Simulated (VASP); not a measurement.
Set up this calculation in VASP 6.6.1, as the native input.

```yaml
Task: relaxation of cell and atoms
Functional: PBEsol
Potentials_or_basis: VASP PAW PBE potentials, release 64 (Al, Ni)
Cutoff: 600 eV
k_mesh: 14 × 14 × 14
Occupations: gaussian, width 0.1 eV
Spin: no spin polarisation
Target_pressure: 1 GPa
Dipole_correction: no
Further_INCAR_settings: ALGO = Normal; EDIFF = 1e-06; IBRION = 2; EDIFFG = -0.008; NSW = 70; ISIF = 3
```

The structure of AlNi lies in POSCAR:

```
AlNi
1.0
    2.8530331086      0.0000000000      0.0000000000
    0.0000000000      2.8530331086      0.0000000000
    0.0000000000      0.0000000000      2.8530331086
Al Ni
1 1
Direct
    0.5000000000      0.5000000000      0.5000000000
    0.0000000000      0.0000000000      0.0000000000
```

The input as run:

INCAR

```
SYSTEM = AlNi
  PREC = Accurate
  ENCUT = 600
  EDIFF = 1E-6
  ISMEAR = 0
  SIGMA = 0.1
  LREAL = .FALSE.
  LASPH = .TRUE.
  NELM = 80
  ALGO = Normal
  ISIF = 3
  LWAVE = .FALSE.
  LCHARG = .FALSE.
  GGA = PS
  IBRION = 2
  NSW = 70
  EDIFFG = -0.008
  PSTRESS = 10.0
```

KPOINTS

```
Automatic mesh
0
G
  14 14 14
  0 0 0
```

Potentials or basis: VASP PAW PBE potentials, release 64 (Al, Ni).

Run with:

```sh
$ cat potpaw_PBE.64/Al/POTCAR potpaw_PBE.64/Ni/POTCAR > POTCAR
$ mpirun -np 1 vasp_std > vasp.out
```

Results of the run:

* Relaxed volume: 11.67 Å³/atom
* Relaxed cell: a = 2.857 Å, b = 2.857 Å, c = 2.857 Å, α = 90.00°, β = 90.00°, γ = 90.00°
* Space group after relaxing (to 0.05 Å): Pm-3m (No. 221)
* Energy change on relaxing (the enthalpy is what falls): -0.5 meV/atom
* Ionic steps: 3
* Pressure after relaxing: 1.0 GPa

Caveat: the cell is relaxed towards a set pressure, so the enthalpy falls and the energy may rise; the PAW data sets were made with another functional, which shifts forces and pressure a little.

Run time: 51 s on 1 thread of Intel(R) Xeon(R) Platinum 8375C CPU @ 2.90GHz (Ice Lake), with other jobs on the host, peak memory 0.17 GiB.
